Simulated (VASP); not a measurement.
# GaSb2 (P6/mmm) in VASP: notebook, part 2 of 2

VASP 6.6.1.

## 3. Single point, PBE

This run uses another cell than the first one, of 26.33 Å³/atom.

The input, INCAR:

```
SYSTEM = GaSb2
  PREC = Accurate
  ENCUT = 520
  EDIFF = 1E-7
  ISMEAR = 0
  SIGMA = 0.1
  LREAL = .False.
  LASPH = .True.
  NELM = 100
  ALGO = Normal
  ISIF = 2
  LWAVE = .False.
  LCHARG = .False.
  GGA = PE
  NBANDS = 18
```

The input, KPOINTS:

```
Automatic mesh
0
Gamma
  6 6 4
  0 0 0
```

The input, POSCAR:

```
GaSb2
1.0
    5.2672205928      0.0000000000      0.0000000000
   -2.6336102964      4.5615468407      0.0000000000
    0.0000000000      0.0000000000      3.2871257246
Ga Sb
1 2
Direct
    0.0000000000      0.0000000000      0.0000000000
    0.3333333333      0.6666666667      0.5000000000
    0.6666666667      0.3333333333      0.5000000000
```

Potentials or basis: VASP PAW PBE potentials, release 64 (Ga_d, Sb).

Run with:

```console
> cat potpaw_PBE.64/Ga_d/POTCAR potpaw_PBE.64/Sb/POTCAR > POTCAR
> mpirun -np 1 vasp_std > vasp.out
```

OUTCAR:

```text
SYSTEM = GaSb2
   PREC = Accurate
   ENCUT = 520
   EDIFF = 1E-7
   ISMEAR = 0
   LREAL = .False.
   LASPH = .True.
   NELM = 100
   ISIF = 2
   GGA = PE

 ion  position               nearest neighbor table
   1  0.000  0.000  0.000-
   2  0.333  0.667  0.500-   3 3.04   3 3.04   3 3.04
   3  0.667  0.333  0.500-   2 3.04   2 3.04   2 3.04

  LATTYP: Found a hexagonal cell.
 ALAT       =     5.2672205928
 C/A-ratio  =     0.6240721585

  Lattice vectors:

 A1 = (   5.2672205928,   0.0000000000,   0.0000000000)
 A2 = (  -2.6336102964,   4.5615468407,   0.0000000000)
 A3 = (   0.0000000000,   0.0000000000,   3.2871257246)

Analysis of symmetry for initial positions (statically):
=====================================================================
 Subroutine PRICEL returns:
 Original cell was already a primitive cell.

 Routine SETGRP: Setting up the symmetry group for a
 hexagonal supercell.

 Subroutine GETGRP returns: Found 24 space group operations
 (whereof 24 operations were pure point group operations)
 out of a pool of 24 trial point group operations.

The static configuration has the point symmetry D_6h.

Analysis of symmetry for dynamics (positions and initial velocities):
=====================================================================
 Subroutine PRICEL returns:
 Original cell was already a primitive cell.

 Routine SETGRP: Setting up the symmetry group for a
 hexagonal supercell.

 Subroutine GETGRP returns: Found 24 space group operations
 (whereof 24 operations were pure point group operations)
 out of a pool of 24 trial point group operations.

The dynamic configuration has the point symmetry D_6h.

 Subroutine INISYM returns: Found 24 space group operations
 (whereof 24 operations are pure point group operations),
 and found     1 'primitive' translations

----------------------------------------------------------------------------------------

[... 108 lines left out ...]
   IMIX   =      4    mixing-type and parameters
     AMIX     =   0.40;   BMIX     =  1.00
     AMIX_MAG =   1.60;   BMIX_MAG =  1.00
  volume/ion in A,a.u.               =      26.33       177.66
  Fermi-wavevector in a.u.,A,eV,Ry     =   1.085128  2.050594 16.020885  1.177502
  Thomas-Fermi vector in A             =   2.221234
   LORBIT       =      0    0 simple, 1 ext, 2 COOP (PROOUT), +10 PAW based schemes
   GGA     = PE    functional components
   LHFCALC =     F    Hartree Fock is set to
   AEXX    =    0.0000 exact exchange contribution
   IVDW    =     0    specifies the selected vdW correction
   LEPSILON=     F    determine dielectric tensor
   LRPA    =     F    only Hartree local field effects (RPA)
 non-spin polarized calculation
 Gauss-broadening in eV      SIGMA  =   0.10
  energy-cutoff  :      520.00
  volume of cell :       78.98
 maximum number of plane-waves:      2142
 NGX is ok and might be reduce to    40
   NGX = 19   NGY = 19   NGZ = 13

 number of electron      23.0000008 magnetization

 Free energy of the ion-electron system (eV)
  ---------------------------------------------------
  ext. energy  EPLUGINS =         0.00000000
  ---------------------------------------------------
  free energy    TOTEN  =       -10.87649778 eV

  energy without entropy =      -10.87520923  energy(sigma->0) =      -10.87585350

 E-fermi :   6.8922     XC(G=0): -10.0268

 val. band max:        6.4895595207   @ k =   0.3333   0.1667   0.2500
 cond. band min:       6.9150186840   @ k =   0.0000   0.0000   0.5000
 fundamental gap:      0.4254591633
 Fermi energy:         6.8921604995

 k-point     1 :       0.0000    0.0000    0.0000
  band No.  band energies     occupation
      1      -8.0949      2.00000
      2      -8.0704      2.00000
      3      -8.0704      2.00000
      4      -8.0274      2.00000
      5      -8.0274      2.00000
      6      -5.3899      2.00000
[... 418 lines left out ...]
      5      -7.9918      2.00000
      6      -1.6218      2.00000
[... 10 lines left out ...]
     17      11.9807      0.00000
     18      12.4492      0.00000

------------------------ aborting loop because EDIFF is reached ----------------------------------------

  FORCE on cell =-STRESS in cart. coord.  units (eV):
  Direction    XX          YY          ZZ          XY          YZ          ZX
  --------------------------------------------------------------------------------------
  -------------------------------------------------------------------------------------
  Total       -0.1129816     -0.1129816     -0.1057579     -0.0000000     -0.0000000      0.0000000
  in kB       -2.2919668     -2.2919668     -2.1454249     -0.0000000     -0.0000000      0.0000000
  external PRESSURE =      -2.2431195 kB  Pullay stress =       0.0000000 kB

 VOLUME and BASIS-vectors are now :
 -----------------------------------------------------------------------------
  energy-cutoff  :      520.00
  volume of cell :       78.98
      direct lattice vectors                 reciprocal lattice vectors
     5.267220593  0.000000000  0.000000000     0.189853450  0.109611940  0.000000000
    -2.633610296  4.561546841  0.000000000     0.000000000  0.219223881  0.000000000
     0.000000000  0.000000000  3.287125725     0.000000000  0.000000000  0.304217144

 POSITION                                       TOTAL-FORCE (eV/Angst)
 -----------------------------------------------------------------------------------
      0.00000      0.00000      0.00000         0.000000      0.000000      0.000000
     -0.00000      3.04103      1.64356         0.000000      0.000000      0.000000
      2.63361      1.52052      1.64356        -0.000000      0.000000     -0.000000
 -----------------------------------------------------------------------------------
    total drift:                                0.000000     -0.000000      0.000000

  FREE ENERGIE OF THE ION-ELECTRON SYSTEM (eV)
  ---------------------------------------------------
  free  energy   TOTEN  =       -10.8764977777 eV

  energy  without entropy=      -10.8752092310  energy(sigma->0) =      -10.87585350
```

It took 55 s on 1 thread of Intel Xeon 8259CL, shared host; peak memory 0.2 GiB.

Results:

```yaml
Free_energy: -10.8765 eV
Pressure: -0.2 GPa
Band_gap_on_the_k_mesh: zero (an odd number of electrons rules out a gap without spin polarisation)
```

Caveat: the k points lie up to 0.48 Å⁻¹ apart, too coarse for converged energies and pressures of a metal; spin-orbit coupling is left out, which moves the levels of the heavy elements; an odd number of electrons without spin polarisation forces a metal; a magnetic or distorted state may lie lower.

## 4. Single point, PBE

This run uses another cell than the first one, of 26.82 Å³/atom.

The input, INCAR:

```
PREC = Accurate ; ENCUT = 520
EDIFF = 1E-7 ; ISMEAR = 0
SIGMA = 0.1 ; LREAL = False
LASPH = True ; NELM = 100
ALGO = Normal ; ISIF = 2
LWAVE = False ; LCHARG = False
GGA = PE ; NBANDS = 18
```

The input, KPOINTS:

```
Automatic mesh
0
Gamma
  6 6 6
```

The input, POSCAR:

```
GaSb2
1.0
    5.3757086175      0.0000000000      0.0000000000
   -2.6878543088      4.6555002261      0.0000000000
    0.0000000000      0.0000000000      3.2144785737
Ga Sb
1 2
Direct
    0.0000000000      0.0000000000      0.0000000000
    0.3333333333      0.6666666667      0.5000000000
    0.6666666667      0.3333333333      0.5000000000
```

Run with:

```console
> cat potpaw_PBE.64/Ga_d/POTCAR potpaw_PBE.64/Sb/POTCAR > POTCAR
> mpirun -np 1 vasp_std > vasp.out
```

Wall time 42 s (1 thread of Intel Xeon 8259CL, shared host); peak memory 0.21 GiB.

Results (log left out):

- Free energy: -10.7421 eV
- Pressure: -0.2 GPa
- Band gap on the k mesh: zero (an odd number of electrons rules out a gap without spin polarisation)

Levels at points of the mesh, in eV from the Fermi level:
| k point | band 9 | band 10 | band 11 | band 12 | band 13 | band 14 | band 15 | band 16 |
| --- | --- | --- | --- | --- | --- | --- | --- | --- |
| (0.00, 0.00, 0.00) | -3.84 | -3.84 | -2.33 | -2.33 | 2.27 | 5.83 | 6.12 | 6.60 |
| (0.50, 0.00, 0.00) | -5.04 | -0.32 | 0.40 | 1.70 | 2.53 | 3.41 | 3.42 | 4.23 |
| (0.00, 0.00, 0.50) | -2.05 | -2.05 | -1.99 | -1.67 | -0.24 | 0.97 | 0.97 | 1.62 |
| (0.50, 0.00, 0.50) | -4.76 | -2.79 | -2.65 | -2.64 | 0.74 | 2.39 | 2.91 | 3.68 |

Caveat: spin-orbit coupling is left out, which moves the levels of the heavy elements; an odd number of electrons without spin polarisation forces a metal; a magnetic or distorted state may lie lower.

## 5. Summary

```csv
cell,k mesh,gap on the mesh (eV),pressure (GPa)
"a = 4.268, b = 4.268, c = 4.607 Å, angles 90.0, 90.0, 120.0°, 3 atoms",6 × 6 × 4,none,32.5
"a = 5.267, b = 5.267, c = 3.287 Å, angles 90.0, 90.0, 120.0°, 3 atoms",6 × 6 × 4,none,-0.2
"a = 5.376, b = 5.376, c = 3.214 Å, angles 90.0, 90.0, 120.0°, 3 atoms",6 × 6 × 6,none,-0.2
```

Alike in all rows: task single point; level PBE; potentials or basis VASP PAW PBE potentials, release 64 (Ga_d, Sb); no spin polarisation; cutoff (eV) 520; smearing gaussian 0.1 eV.

Caveats: some runs use coarse meshes; spin-orbit coupling is left out, which moves the levels of the heavy elements; an odd number of electrons without spin polarisation forces a metal; a magnetic or distorted state may lie lower; the stress differs along the axes, from -1 to 49 GPa (at least some runs).

Total energies depend on the potentials used, so only differences within one code and one set of settings carry meaning.

The gap in the log of VASP goes by the Fermi energy; the results here count the filled bands.